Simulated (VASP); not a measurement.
C: single point with PBEsol

C:

```
C
1.0
     2.52207    0.00000    0.00000
     1.26103    2.18417    0.00000
     1.26103    0.72806    2.05926
C
2
Cartesian
  0.0000 0.0000 0.0000
  1.2610 0.7281 0.5148
```

```yaml
Program: VASP 6.6.1
Task: single point
Functional: PBEsol
Potentials_or_basis: VASP PAW PBE potentials, release 64 (C)
Cutoff: 520 eV
k_mesh: 10 × 10 × 10
Occupations: fermi-dirac, width 0.01 eV
Spin: no spin polarisation
```

```
Pressure               : -3.8 GPa
Band gap on the k mesh : 4.04 eV, indirect (least direct gap 5.54 eV)
```

Levels at points of the mesh, in eV from the valence-band top:
| k point | band 1 | band 2 | band 3 | band 4 | band 5 | band 6 | band 7 | band 8 |
| --- | --- | --- | --- | --- | --- | --- | --- | --- |
| (0.00, 0.00, 0.00) | -21.52 | 0.00 | 0.00 | 0.00 | 5.54 | 5.54 | 5.54 | 13.37 |
| (0.50, 0.00, 0.00) | -15.69 | -13.47 | -2.81 | -2.81 | 8.38 | 8.38 | 8.84 | 15.49 |
| (0.50, 0.50, 0.00) | -12.78 | -12.78 | -6.34 | -6.34 | 4.60 | 4.60 | 16.79 | 16.79 |

It took 6.1 s on 1 thread of Intel(R) Xeon(R) Platinum 8488C (Sapphire Rapids), on a shared host, peak memory 0.11 GiB.

Caveat: the PAW data sets were made with another functional, which shifts forces and pressure a little. A k mesh can miss the band edges.
